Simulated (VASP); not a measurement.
Input of a VASP 6.6.1 run:

File INCAR:

```
ALGO = Normal
EDIFF = 1E-6
ENCUT = 600
GGA = PS
GGA_COMPAT = F
ISIF = 2
ISMEAR = 0
LASPH = T
LCHARG = F
LREAL = F
LWAVE = F
NBANDS = 51
NELM = 120
PREC = Accurate
SIGMA = 0.02
```

KPOINTS

```
k-points
0
Gamma
  8 8 8
```

The input POSCAR:

```
SrTiO3
1.0
   -2.7436694095      2.7436694095      3.9049835364
    2.7436694095     -2.7436694095      3.9049835364
    2.7436694095      2.7436694095     -3.9049835364
Sr Ti O
2 2 6
Direct
    0.7500000000      0.2500000000      0.5000000000
    0.2500000000      0.7500000000      0.5000000000
    0.0000000000      0.0000000000      0.0000000000
    0.5000000000      0.5000000000      0.0000000000
    0.7747021022      0.2747021022      0.0494042044
    0.2747021022      0.2252978978      0.5000000000
    0.7252978978      0.7747021022      0.5000000000
    0.2252978978      0.7252978978      0.9505957956
    0.7500000000      0.7500000000      0.0000000000
    0.2500000000      0.2500000000      0.0000000000
```

Potentials or basis: VASP PAW PBE potentials, release 64 (Sr_sv, Ti_sv, O).

Run with:

```bash
$ cat potpaw_PBE.64/Sr_sv/POTCAR potpaw_PBE.64/Ti_sv/POTCAR potpaw_PBE.64/O/POTCAR > POTCAR
$ mpirun -np 1 vasp_std > vasp.out
```

Q: Estimate the pressure.

A: 0.5 GPa.

Q: What does it give for the largest force?

A: 0.007 eV/Å.

Forces on the atoms (eV/Å):
```
Sr   0.000  0.000  0.000
Sr   0.000  0.000  0.000
Ti   0.000  0.000  0.000
Ti   0.000  0.000  0.000
O   -0.005 -0.005  0.000
O    0.005 -0.005  0.000
O   -0.005  0.005  0.000
O    0.005  0.005  0.000
O    0.000  0.000  0.000
O    0.000  0.000  0.000
```

Caveat: the PAW data sets were made with another functional, which shifts forces and pressure a little.
